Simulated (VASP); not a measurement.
BaS, 4 atoms in the cell. The structure is hexagonal, space group P6_3/mmc (No. 194). Conventional cell: a = 5.697 Å, b = 5.697 Å, c = 6.757 Å, α = 90.00°, β = 90.00°, γ = 120.00°. Ba (site symmetry -6m2) has 5 S at 3.29 to 3.38 Å within 4.3 Å. S (site symmetry -6m2) has 5 Ba at 3.29 to 3.38 Å within 4.3 Å.  This cell differs from its parent crystal: strain +5.8%.

* Program: VASP 6.6.1
* Task: single point
* Functional: PBE
* Potentials or basis: VASP PAW PBE potentials, release 64 (Ba_sv, S)
* Cutoff: 520 eV
* k mesh: 6 × 6 × 4
* Occupations: fermi-dirac, width 0.02 eV
* Spin: no spin polarisation
* Dipole correction: no
* Further INCAR settings: ALGO = Normal; EDIFF = 1e-07; NBANDS = 24

Potentials or basis: VASP PAW PBE potentials, release 64 (Ba_sv, S).

The run is started by

```bash
$ cat potpaw_PBE.64/Ba_sv/POTCAR potpaw_PBE.64/S/POTCAR > POTCAR
$ mpirun -np 1 vasp_std > vasp.out
```

Hardware: 1 thread of Intel Xeon 8259CL, on a shared host.

Question: How long does it take, and how much memory?

Answer: Run time: 3.1 min on 1 thread of Intel Xeon 8259CL (shared host), peak memory 0.33 GiB. Counts: scf iterations 16, k points 21.
